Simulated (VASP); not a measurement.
# SnO2 (Cassiterite) (P4_2/mnm) in VASP: notebook

Runs on SnO2 (Cassiterite). Level: revPBE+D3(BJ). Tasks: single point.

Everything below comes from runs of VASP 6.6.1. Logs are shortened: lines on timing, memory, paths and dates and some standing lists are left out, and cuts for length are marked.

### 1 The cell of the first run

It takes space group P4_2/mnm (No. 136, tetragonal). Conventional cell: a = 4.641 Å, b = 4.641 Å, c = 3.121 Å, α = 90.00°, β = 90.00°, γ = 90.00°. Sn (site symmetry mmm) has 6 O at 2.01 to 2.02 Å within 2.7 Å. Within 2.7 Å of O (site symmetry m2m) lie 3 Sn at 2.01 to 2.02 Å and 1 O at 2.53 Å.

### 2 Single point, revPBE+D3(BJ)

The input, INCAR:

```
PREC = Accurate
ENCUT = 520
EDIFF = 1E-7
ISMEAR = -1
SIGMA = 0.05
LREAL = F
LASPH = T
NELM = 60
ALGO = Normal
ISIF = 2
LWAVE = F
LCHARG = T
GGA = RE
IVDW = 12
LELF = T
LVHAR = T
NBANDS = 35
```

The input, KPOINTS:

```
Automatic mesh
0
Gamma
  6 6 8
```

The input, POSCAR:

```
SnO2
1.0
    4.6412789831      0.0000000000      0.0000000000
    0.0000000000      4.6412789831      0.0000000000
    0.0000000000      0.0000000000      3.1214511354
Sn O
2 4
Direct
    0.5000000000      0.5000000000      0.5000000000
    0.0000000000      0.0000000000      0.0000000000
    0.8071000000      0.1929000000      0.5000000000
    0.6929000000      0.6929000000      0.0000000000
    0.1929000000      0.8071000000      0.5000000000
    0.3071000000      0.3071000000      0.0000000000
```

Potentials or basis: VASP PAW PBE potentials, release 64 (Sn_d, O).

Run with:

```console
> cat potpaw_PBE.64/Sn_d/POTCAR potpaw_PBE.64/O/POTCAR > POTCAR
> mpirun -np 1 vasp_std > vasp.out
```

OUTCAR:

```text
PREC = Accurate
   ENCUT = 520
   EDIFF = 1E-7
   ISMEAR = -1
   LREAL = F
   LASPH = T
   NELM = 60
   ISIF = 2
   GGA = RE
   IVDW = 12
 IVDW          = 12

 ion  position               nearest neighbor table
   1  0.500  0.500  0.500-   4 2.01   6 2.01   4 2.01   6 2.01   5 2.02   3 2.02   2 3.63   2 3.63
                             2 3.63   2 3.63   2 3.63   2 3.63   2 3.63   2 3.63
   2  0.000  0.000  0.000-   3 2.01   5 2.01   3 2.01   5 2.01   4 2.02   6 2.02   1 3.63   1 3.63
                             1 3.63   1 3.63   1 3.63   1 3.63   1 3.63   1 3.63
   3  0.807  0.193  0.500-   2 2.01   2 2.01   1 2.02
   4  0.693  0.693  0.000-   1 2.01   1 2.01   2 2.02
   5  0.193  0.807  0.500-   2 2.01   2 2.01   1 2.02
   6  0.307  0.307  0.000-   1 2.01   1 2.01   2 2.02

  LATTYP: Found a simple tetragonal cell.
 ALAT       =     4.6412789831
 C/A-ratio  =     0.6725411566

  Lattice vectors:

 A1 = (   4.6412789831,   0.0000000000,   0.0000000000)
 A2 = (   0.0000000000,   4.6412789831,   0.0000000000)
 A3 = (   0.0000000000,   0.0000000000,   3.1214511354)

Analysis of symmetry for initial positions (statically):
=====================================================================
 Subroutine PRICEL returns:
 Original cell was already a primitive cell.

 Routine SETGRP: Setting up the symmetry group for a
 simple tetragonal supercell.

 Subroutine GETGRP returns: Found 16 space group operations
 (whereof  8 operations were pure point group operations)
 out of a pool of 16 trial point group operations.

The static configuration has the point symmetry D_2h.
 The point group associated with its full space group is D_4h.

Analysis of symmetry for dynamics (positions and initial velocities):
=====================================================================
 Subroutine PRICEL returns:
 Original cell was already a primitive cell.

 Routine SETGRP: Setting up the symmetry group for a
 simple tetragonal supercell.

 Subroutine GETGRP returns: Found 16 space group operations
 (whereof  8 operations were pure point group operations)
 out of a pool of 16 trial point group operations.

The dynamic configuration has the point symmetry D_2h.
 The point group associated with its full space group is D_4h.

 Subroutine INISYM returns: Found 16 space group operations
 (whereof  8 operations are pure point group operations),
 and found     1 'primitive' translations

----------------------------------------------------------------------------------------

                                     Primitive cell

  volume of cell :      67.2406

  direct lattice vectors                    reciprocal lattice vectors
     4.641278983  0.000000000  0.000000000     0.215457852  0.000000000  0.000000000
     0.000000000  4.641278983  0.000000000     0.000000000  0.215457852  0.000000000
     0.000000000  0.000000000  3.121451135     0.000000000  0.000000000  0.320363817

  length of vectors
     4.641278983  4.641278983  3.121451135     0.215457852  0.215457852  0.320363817

  position of ions in fractional coordinates (direct lattice)
     0.500000000  0.500000000  0.500000000
     0.000000000  0.000000000  0.000000000
     0.807100000  0.192900000  0.500000000
     0.692900000  0.692900000  0.000000000
     0.192900000  0.807100000  0.500000000
     0.307100000  0.307100000  0.000000000

  ion indices of the primitive-cell ions
   primitive index   ion index
                 1           1
                 2           2
                 3           3
                 4           4
                 5           5
                 6           6

----------------------------------------------------------------------------------------

 KPOINTS: Automatic mesh

Automatic generation of k-mesh.
 Grid dimensions read from file:
 generate k-points for:    6    6    8

 Generating k-lattice:

  Cartesian coordinates                     Fractional coordinates (reciprocal lattice)
     0.035909642  0.000000000  0.000000000     0.166666667  0.000000000  0.000000000
     0.000000000  0.035909642  0.000000000     0.000000000  0.166666667  0.000000000
     0.000000000  0.000000000  0.040045477     0.000000000  0.000000000  0.125000000

  Length of vectors
     0.035909642  0.035909642  0.040045477

  Shift w.r.t. Gamma in fractional coordinates (k-lattice)
     0.000000000  0.000000000  0.000000000

 Subroutine IBZKPT returns following result:
 ===========================================

 Found     50 irreducible k-points:

 Following reciprocal coordinates:
            Coordinates               Weight
  0.000000  0.000000  0.000000      1.000000
  0.166667  0.000000  0.000000      4.000000
  0.333333  0.000000  0.000000      4.000000
  0.500000  0.000000  0.000000      2.000000
  0.166667  0.166667  0.000000      4.000000
  0.333333  0.166667  0.000000      8.000000
[... 16 lines left out ...]
  0.333333  0.000000  0.250000      8.000000
  0.500000  0.000000  0.250000      4.000000
[... 34 lines left out ...]
   ISMEAR =    -1;   SIGMA  =   0.05  broadening in eV -4-tet -1-fermi 0-gaus
   EFERMI_NEDOS =   21; number of points for ismear=-14 and -15
   IALGO  =     38    algorithm
   IMIX   =      4    mixing-type and parameters
     AMIX     =   0.40;   BMIX     =  1.00
     AMIX_MAG =   1.60;   BMIX_MAG =  1.00
  volume/ion in A,a.u.               =      11.21        75.63
  Fermi-wavevector in a.u.,A,eV,Ry     =   1.502676  2.839646 30.722429  2.258035
  Thomas-Fermi vector in A             =   2.613885
   LORBIT       =      0    0 simple, 1 ext, 2 COOP (PROOUT), +10 PAW based schemes
   GGA     = RE    functional components
   LHFCALC =     F    Hartree Fock is set to
   AEXX    =    0.0000 exact exchange contribution
   IVDW    =    12    specifies the selected vdW correction
   LEPSILON=     F    determine dielectric tensor
   LRPA    =     F    only Hartree local field effects (RPA)
 non-spin polarized calculation
  energy-cutoff  :      520.00
  volume of cell :       67.24
 maximum number of plane-waves:      1836
 NGX is ok and might be reduce to    36
   NGX = 17   NGY = 17   NGZ = 11

 number of electron      51.9999991 magnetization

 Free energy of the ion-electron system (eV)
  ---------------------------------------------------
  ext. energy  EPLUGINS =         0.00000000
  ---------------------------------------------------
  free energy    TOTEN  =       -34.39618748 eV

  energy without entropy =      -34.39618748  energy(sigma->0) =      -34.39618748

 E-fermi :   7.9400     XC(G=0): -11.4157

 val. band max:        6.9895633563   @ k =   0.0000   0.0000   0.0000
 cond. band min:       9.0786329513   @ k =   0.0000   0.0000   0.0000
 fundamental gap:      2.0890695951
 Fermi energy:         7.9399866151

 k-point     1 :       0.0000    0.0000    0.0000
  band No.  band energies     occupation
      1     -14.2832      2.00000
      2     -13.4058      2.00000
      3     -12.9464      2.00000
      4     -12.9252      2.00000
      5     -12.9252      2.00000
      6     -12.8596      2.00000
[... 27 lines left out ...]
     34      19.9589      0.00000
     35      20.2461      0.00000

 k-point     2 :       0.1667    0.0000    0.0000
  band No.  band energies     occupation
      1     -14.2340      2.00000
      2     -13.4453      2.00000
      3     -12.9487      2.00000
      4     -12.9228      2.00000
      5     -12.9226      2.00000
      6     -12.9199      2.00000
[... 27 lines left out ...]
     34      19.9035      0.00000
     35      20.2007      0.00000

 k-point     3 :       0.3333    0.0000    0.0000
  band No.  band energies     occupation
      1     -14.0900      2.00000
      2     -13.6157      2.00000
      3     -12.9744      2.00000
      4     -12.9564      2.00000
      5     -12.9178      2.00000
      6     -12.9175      2.00000
[... 27 lines left out ...]
     34      19.8528      0.00000
     35      20.1328      0.00000
[... 723 lines left out ...]
 k-point    23 :       0.3333    0.0000    0.2500
  band No.  band energies     occupation
      1     -13.9409      2.00000
      2     -13.7708      2.00000
      3     -13.3668      2.00000
      4     -13.0595      2.00000
      5     -12.8098      2.00000
      6     -12.8091      2.00000
[... 27 lines left out ...]
     34      19.7846      0.00000
     35      20.0426      0.00000

 k-point    24 :       0.5000    0.0000    0.2500
  band No.  band energies     occupation
      1     -13.8808      2.00000
      2     -13.8808      2.00000
      3     -13.2056      2.00000
      4     -13.2056      2.00000
      5     -12.8038      2.00000
      6     -12.8038      2.00000
[... 27 lines left out ...]
     34      20.0322      0.00000
     35      20.3512      0.00000

 [... further k-points ...]

------------------------ aborting loop because EDIFF is reached ----------------------------------------

 Edisp (eV)   -2.76619

 E8    (eV) :    -1.8479

  FORCE on cell =-STRESS in cart. coord.  units (eV):
  Direction    XX          YY          ZZ          XY          YZ          ZX
  --------------------------------------------------------------------------------------
  -------------------------------------------------------------------------------------
  Total       9.27600     9.27600    12.86521    -0.00000     0.00000     0.00000
  in kB     221.02392   221.02392   306.54583    -0.00000     0.00000     0.00000
  external pressure =      249.53 kB  Pullay stress =        0.00 kB

 VOLUME and BASIS-vectors are now :
 -----------------------------------------------------------------------------
  energy-cutoff  :      520.00
  volume of cell :       67.24
      direct lattice vectors                 reciprocal lattice vectors
     4.641278983  0.000000000  0.000000000     0.215457852  0.000000000  0.000000000
     0.000000000  4.641278983  0.000000000     0.000000000  0.215457852  0.000000000
     0.000000000  0.000000000  3.121451135     0.000000000  0.000000000  0.320363817

 POSITION                                       TOTAL-FORCE (eV/Angst)
 -----------------------------------------------------------------------------------
      2.32064      2.32064      1.56073         0.000000     -0.000000     -0.000000
      0.00000      0.00000      0.00000         0.000000     -0.000000     -0.000000
      3.74598      0.89530      1.56073        -0.438304      0.438304     -0.000000
      3.21594      3.21594      0.00000         0.438304      0.438304     -0.000000
      0.89530      3.74598      1.56073         0.438304     -0.438304      0.000000
      1.42534      1.42534      0.00000        -0.438304     -0.438304      0.000000
 -----------------------------------------------------------------------------------
    total drift:                               -0.000000      0.000000      0.000000

  FREE ENERGIE OF THE ION-ELECTRON SYSTEM (eV)
  ---------------------------------------------------
  free  energy   TOTEN  =       -37.1623748413 eV

  energy  without entropy=      -37.1623748412  energy(sigma->0) =      -37.16237484
```

Run time: 39 s. Hardware: 1 thread of Intel Xeon 6975P-C (Granite Rapids), shared host; peak memory 0.24 GiB.

Results:

* Free energy: -37.1624 eV
* Pressure: 25.0 GPa
* Largest force: 0.620 eV/Å
* Band gap on the k mesh: 2.09 eV, direct
* Dispersion energy per atom: -0.461 eV

Forces in eV/Å, atoms in the order of the input:
```
Sn   0.000  0.000  0.000
Sn   0.000  0.000  0.000
O   -0.438  0.438  0.000
O    0.438  0.438  0.000
O    0.438 -0.438  0.000
O   -0.438 -0.438  0.000
```

Caveat: the PAW data sets were made with another functional, which shifts forces and pressure a little; spin-orbit coupling is left out, which moves the levels of the heavy elements.

### 3 Single point, revPBE+D3(BJ)

This run uses another cell than the first one, of 11.45 Å³/atom, 1.021 times its volume.

The input, INCAR:

```
  ALGO = Normal
  EDIFF = 1E-7
  ENCUT = 520
  GGA = RE
  ISIF = 2
  ISMEAR = -1
  IVDW = 12
  LASPH = T
  LCHARG = F
  LREAL = F
  LWAVE = F
  NBANDS = 35
  NELM = 60
  PREC = Accurate
  SIGMA = 0.05
```

The input, KPOINTS:

```
k-points
0
Gamma
  6 6 8
```

Changes to POSCAR since step 2:

```diff
@@ -2,5 +2,5 @@
 1.0
-    4.6412789831      0.0000000000      0.0000000000
-    0.0000000000      4.6412789831      0.0000000000
-    0.0000000000      0.0000000000      3.1214511354
+    4.6739651233      0.0000000000      0.0000000000
+    0.0000000000      4.6739651233      0.0000000000
+    0.0000000000      0.0000000000      3.1434339099
 Sn O
```

Potentials or basis: VASP PAW PBE potentials, release 64 (Sn_d, O).

Run with:

```console
> cat potpaw_PBE.64/Sn_d/POTCAR potpaw_PBE.64/O/POTCAR > POTCAR
> mpirun -np 1 vasp_std > vasp.out
```

Run time: 38 s. Hardware: 1 thread of Intel Xeon 6975P-C (Granite Rapids), shared host; peak memory 0.23 GiB.

The run converged. Its results:

- Free energy: -37.3601 eV
- Pressure: 18.9 GPa
- Largest force: 0.517 eV/Å
- Band gap on the k mesh: 1.83 eV, direct
- Dispersion energy per atom: -0.451 eV

Forces in eV/Å, atoms in the order of the input:
```
Sn   0.000  0.000  0.000
Sn   0.000  0.000  0.000
O   -0.366  0.366  0.000
O    0.366  0.366  0.000
O    0.366 -0.366  0.000
O   -0.366 -0.366  0.000
```

Stress tensor (GPa, compression positive):
```
16.71  0.00  0.00
 0.00 16.71  0.00
 0.00  0.00 23.41
```

Levels at points of the mesh, in eV from the valence-band top:
```tsv
k point	band 23	band 24	band 25	band 26	band 27	band 28	band 29	band 30
(0.00, 0.00, 0.00)	-1.19	-0.81	-0.81	0.00	1.83	6.63	6.68	6.68
(0.50, 0.00, 0.00)	-1.16	-1.16	-0.65	-0.65	4.97	4.97	7.44	7.44
(0.50, 0.50, 0.00)	-1.27	-1.27	-0.94	-0.94	5.38	5.38	7.93	7.93
(0.00, 0.00, 0.50)	-1.74	-1.74	-1.32	-1.32	6.80	6.80	10.20	10.20
(0.50, 0.00, 0.50)	-1.17	-1.17	-0.64	-0.64	7.10	7.10	8.52	8.52
(0.50, 0.50, 0.50)	-1.01	-1.01	-0.88	-0.88	5.43	5.43	9.23	9.23
```

Caveat: the PAW data sets were made with another functional, which shifts forces and pressure a little; spin-orbit coupling is left out, which moves the levels of the heavy elements. As with any semilocal functional, this revPBE gap is likely too small.

### 4 Single point, revPBE+D3(BJ)

This run uses another cell than the first one, of 11.68 Å³/atom, 1.043 times its volume.

The input, INCAR:

```
PREC = Accurate
ENCUT = 520
EDIFF = 1E-6
ISMEAR = -1
SIGMA = 0.05
LREAL = False
LASPH = True
NELM = 60
ALGO = Normal
ISIF = 2
LWAVE = False
LCHARG = False
GGA = RE
IVDW = 12
NBANDS = 35
```

The input, KPOINTS:

```
regular mesh
0
Gamma
  6 6 8
```

Changes to POSCAR since step 3:

```diff
@@ -2,5 +2,5 @@
 1.0
-    4.6739651233      0.0000000000      0.0000000000
-    0.0000000000      4.6739651233      0.0000000000
-    0.0000000000      0.0000000000      3.1434339099
+    4.7062003841      0.0000000000      0.0000000000
+    0.0000000000      4.7062003841      0.0000000000
+    0.0000000000      0.0000000000      3.1651134496
 Sn O
```

Run with:

```console
> cat potpaw_PBE.64/Sn_d/POTCAR potpaw_PBE.64/O/POTCAR > POTCAR
> mpirun -np 1 vasp_std > vasp.out
```

Wall time 33 s (1 thread of Intel Xeon 6975P-C (Granite Rapids), shared host); peak memory 0.24 GiB.

The run converged. Its results:

| Quantity | Value |
| --- | --- |
| Free energy | -37.5069 eV |
| Pressure | 13.5 GPa |
| Largest force | 0.422 eV/Å |
| Band gap on the k mesh | 1.58 eV, direct |
| Dispersion energy per atom | -0.441 eV |

Forces on the atoms (eV/Å):
```
Sn   0.000  0.000  0.000
Sn   0.000  0.000  0.000
O   -0.299  0.299  0.000
O    0.299  0.299  0.000
O    0.299 -0.299  0.000
O   -0.299 -0.299  0.000
```

Stress tensor (GPa, compression positive):
```
11.84  0.00  0.00
 0.00 11.84  0.00
 0.00  0.00 16.88
```

Levels at points of the mesh, in eV from the valence-band top:
| k point | band 22 | band 23 | band 24 | band 25 | band 26 | band 27 | band 28 | band 29 | band 30 | band 31 |
| --- | --- | --- | --- | --- | --- | --- | --- | --- | --- | --- |
| (0.00, 0.00, 0.00) | -1.21 | -1.21 | -0.79 | -0.79 | 0.00 | 1.58 | 6.43 | 6.56 | 6.56 | 10.78 |
| (0.50, 0.00, 0.00) | -1.96 | -1.17 | -1.17 | -0.64 | -0.64 | 4.73 | 4.73 | 7.32 | 7.32 | 11.28 |
| (0.50, 0.50, 0.00) | -1.97 | -1.29 | -1.29 | -0.92 | -0.92 | 5.14 | 5.14 | 7.78 | 7.78 | 11.30 |
| (0.00, 0.00, 0.50) | -2.58 | -1.69 | -1.69 | -1.28 | -1.28 | 6.54 | 6.54 | 10.05 | 10.05 | 10.98 |
| (0.50, 0.00, 0.50) | -1.74 | -1.13 | -1.13 | -0.66 | -0.66 | 6.83 | 6.83 | 8.34 | 8.34 | 11.37 |
| (0.50, 0.50, 0.50) | -2.42 | -0.99 | -0.99 | -0.86 | -0.86 | 5.21 | 5.21 | 9.12 | 9.12 | 11.37 |

Caveat: the PAW data sets were made with another functional, which shifts forces and pressure a little; spin-orbit coupling is left out, which moves the levels of the heavy elements. A hybrid or GW would open this gap; revPBE tends to underestimate it.

### 5 Single point, revPBE+D3(BJ)

This run uses another cell than the first one, of 11.92 Å³/atom, 1.064 times its volume.

The input, INCAR:

```
ALGO = Normal
EDIFF = 1E-7
ENCUT = 520
GGA = RE
ISIF = 2
ISMEAR = -1
IVDW = 12
LASPH = True
LCHARG = False
LREAL = False
LWAVE = False
NBANDS = 35
NELM = 80
PREC = Accurate
SIGMA = 0.05
```

The input, KPOINTS:

```
k-points
0
Gamma
  6 6 8
```

Changes to POSCAR since step 4:

```diff
@@ -2,5 +2,5 @@
 1.0
-    4.7062003841      0.0000000000      0.0000000000
-    0.0000000000      4.7062003841      0.0000000000
-    0.0000000000      0.0000000000      3.1651134496
+    4.7380000000      0.0000000000      0.0000000000
+    0.0000000000      4.7380000000      0.0000000000
+    0.0000000000      0.0000000000      3.1865000000
 Sn O
```

Run with:

```console
> cat potpaw_PBE.64/Sn_d/POTCAR potpaw_PBE.64/O/POTCAR > POTCAR
> mpirun -np 1 vasp_std > vasp.out
```

Run time: 38 s. Hardware: 1 thread of Intel Xeon 6975P-C (Granite Rapids), shared host; peak memory 0.24 GiB.

Results (log left out):

| Item | Value |
| --- | --- |
| Free energy | -37.6082 eV |
| Pressure | 8.7 GPa |
| Largest force | 0.334 eV/Å |
| Band gap on the k mesh | 1.34 eV, direct |
| Dispersion energy per atom | -0.432 eV |

Forces on the atoms (eV/Å):
```
Sn   0.000  0.000  0.000
Sn   0.000  0.000  0.000
O   -0.236  0.236  0.000
O    0.236  0.236  0.000
O    0.236 -0.236  0.000
O   -0.236 -0.236  0.000
```

Stress tensor (GPa, compression positive):
```
 7.56  0.00  0.00
 0.00  7.56  0.00
 0.00  0.00 11.10
```

Levels at points of the mesh, in eV from the valence-band top:
```tsv
k point	band 24	band 25	band 26	band 27	band 28	band 29
(0.00, 0.00, 0.00)	-0.77	-0.77	0.00	1.34	6.24	6.45
(0.50, 0.00, 0.00)	-1.18	-0.63	-0.63	4.51	4.51	7.20
(0.50, 0.50, 0.00)	-1.30	-0.90	-0.90	4.90	4.90	7.63
(0.00, 0.00, 0.50)	-1.64	-1.26	-1.26	6.29	6.29	9.90
(0.50, 0.00, 0.50)	-1.09	-0.69	-0.69	6.57	6.57	8.16
(0.50, 0.50, 0.50)	-0.97	-0.83	-0.83	4.99	4.99	9.02
```

Caveat: the PAW data sets were made with another functional, which shifts forces and pressure a little; spin-orbit coupling is left out, which moves the levels of the heavy elements. Expect the measured gap to be larger: semilocal functionals such as revPBE lack the derivative discontinuity.

### 6 The runs side by side

| cell | gap on the mesh (eV) | pressure (GPa) | largest force (eV/Å) |
| --- | --- | --- | --- |
| a = 4.641, b = 4.641, c = 3.121 Å, 6 atoms | 2.09 | 25.0 | 0.62 |
| a = 4.674, b = 4.674, c = 3.143 Å, 6 atoms | 1.83 | 18.9 | 0.52 |
| a = 4.706, b = 4.706, c = 3.165 Å, 6 atoms | 1.58 | 13.5 | 0.42 |
| a = 4.738, b = 4.738, c = 3.187 Å, 6 atoms | 1.34 | 8.7 | 0.33 |

Alike in all rows: task single point; level revPBE+D3(BJ); potentials or basis VASP PAW PBE potentials, release 64 (Sn_d, O); no spin polarisation; k mesh 6 × 6 × 8; cutoff (eV) 520; smearing fermi-dirac 0.05 eV.

Caveats: the PAW data sets were made with another functional, which shifts forces and pressure a little; spin-orbit coupling is left out, which moves the levels of the heavy elements.

Absolute energies hang on the potentials; compare differences alone.
